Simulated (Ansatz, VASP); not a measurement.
**PbSe: VASP beside Ansatz**

INCAR

```
SYSTEM = PbSe
PREC = Accurate ; ENCUT = 500
EDIFF = 1E-6 ; ISMEAR = -1
SIGMA = 0.05 ; LREAL = .FALSE.
LASPH = .TRUE. ; NELM = 120
ALGO = Normal ; ISIF = 2
LWAVE = .FALSE. ; LCHARG = .FALSE.
GGA = CA ; NBANDS = 17
GGA_COMPAT = .FALSE.
```

File KPOINTS:

```
regular mesh
0
G
  6 6 6
  0 0 0
```

The input POSCAR:

```
PbSe
1.0
    3.7843200000      0.0000000000      0.0000000000
    0.0000000000      3.7843200000      0.0000000000
    0.0000000000      0.0000000000      3.7843200000
Pb Se
1 1
Direct
    0.0000000000      0.0000000000      0.0000000000
    0.5000000000      0.5000000000      0.5000000000
```

Input for Ansatz:

```yaml
crystal:
  lattice:
    - [3.78432, 0.0, 0.0]
    - [0.0, 3.78432, 0.0]
    - [0.0, 0.0, 3.78432]
  atoms:
    - { symbol: Pb, position: [0.0, 0.0, 0.0] }
    - { symbol: Se, position: [0.5, 0.5, 0.5] }
basis:
  ecutwfc: 500.0
kpoints:
  mp_grid:
    grid: [6, 6, 6]
hamiltonian:
  xc: lda
scf:
  occupations:
    method: fermi_dirac
    width: 0.05
output:
  stress: true
```

Alike in both runs: task single point; functional LDA; k mesh 6 × 6 × 6; occupations fermi-dirac, width 0.05 eV; no spin polarisation.

```csv
,VASP,Ansatz
version,VASP 6.6.1,Ansatz 0.2.0
potentials or method,"VASP PAW LDA potentials, release 64 (Pb_d, Se), cutoff 500 eV","plane waves, PAW"
valence electrons in the cell,20,30
```

VASP gave:

| Quantity | Value |
| --- | --- |
| pressure (GPa) | -4.7 |

Q: What did Ansatz give for the same quantities?

A: Pressure (GPa): -4.8.

LDA's correlation is that of Perdew and Zunger in VASP and of Perdew and Wang (1992) in Ansatz. VASP's potentials hold 20 valence electrons a cell and Ansatz's 30, so a difference there can come from the potentials and not from the codes.

Spin-orbit coupling is off throughout.
